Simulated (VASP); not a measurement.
ZrB2: single point with PBEsol

ZrB2:

```xyz
3
Lattice="3.2193 0.0000 0.0000 -1.6097 2.7880 0.0000 0.0000 0.0000 3.3677" Properties=species:S:1:pos:R:3 pbc="T T T"
Zr    0.0000    0.0000    0.0000
B     0.0000    1.8587    1.6839
B     1.6097    0.9293    1.6839
```

```json
{
  "Program": "VASP 6.6.1",
  "Task": "single point",
  "Functional": "PBEsol",
  "Potentials or basis": "VASP PAW PBE potentials, release 64 (Zr_sv, B)",
  "Cutoff": "520 eV",
  "k mesh": "18 × 18 × 12",
  "Occupations": "gaussian, width 0.15 eV",
  "Spin": "no spin polarisation"
}
```

```json
{
 "Pressure": "-0.1 GPa",
 "Band gap on the k mesh": "zero (bands 9 and 10 overlap by 0.98 eV)"
}
```

Stress tensor (GPa, compression positive):
```
-6.96  0.00  0.00
 0.00 -6.96  0.00
 0.00  0.00 13.51
```

Levels at points of the mesh, in eV from the Fermi level:
```tsv
k point	band 5	band 6	band 7	band 8	band 9	band 10	band 11	band 12	band 13	band 14
(0.00, 0.00, 0.00)	-12.70	-3.10	-3.10	-2.51	-1.80	3.46	3.46	4.12	4.78	4.78
(0.50, 0.00, 0.00)	-9.08	-8.47	-3.52	-3.17	-2.83	2.45	2.51	4.56	5.00	6.80
(0.00, 0.00, 0.50)	-10.33	-7.00	-1.20	-1.20	-0.27	-0.27	0.75	0.75	2.97	4.47
(0.50, 0.00, 0.50)	-10.01	-6.78	-4.95	-4.25	-2.06	3.94	4.57	5.14	6.93	7.15
```

Run time: 36 s on 1 thread of Intel(R) Xeon(R) 6975P-C (Granite Rapids), on a shared host, peak memory 0.24 GiB.

Caveat: the PAW data sets were made with another functional, which shifts forces and pressure a little.
